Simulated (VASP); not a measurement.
C:

```
C
1.0
     2.50984    0.00000    0.00000
    -1.25492    2.17359    0.00000
     0.00000    0.00000    8.28025
C
8
Direct
  0.00000 0.00000 0.00081
  0.33333 0.66667 0.24925
  0.00000 0.00000 0.50081
  0.66667 0.33333 0.74925
  0.00000 0.00000 0.18669
  0.33333 0.66667 0.43825
  0.00000 0.00000 0.68669
  0.66667 0.33333 0.93825
```

Base run:

| Item | Value |
| --- | --- |
| Program | VASP 6.6.1 |
| Functional | r2SCAN |
| Potentials or basis | VASP PAW PBE potentials, release 64 (C) |
| Cutoff | 520 eV |
| k mesh | 12 × 12 × 4 |
| Occupations | gaussian, width 0.01 eV |
| Spin | no spin polarisation |

Its results: band gap on the k mesh 4.78 eV, indirect (least direct gap 5.55 eV); pressure 1.1 GPa; largest force 0.007 eV/Å.

The run is repeated on the same cell with these changes: functional from r2SCAN to PBE. What comes out?

Band gap on the k mesh 4.56 eV, indirect (least direct gap 5.32 eV); pressure 4.9 GPa; largest force 0.025 eV/Å.

r2SCAN gives the wider gap, since meta-GGAs in the generalised Kohn-Sham scheme recover part of the derivative discontinuity.

Caveats: the PAW data sets were made with another functional, which shifts forces and pressure a little (some runs).

A k mesh can miss the band edges.
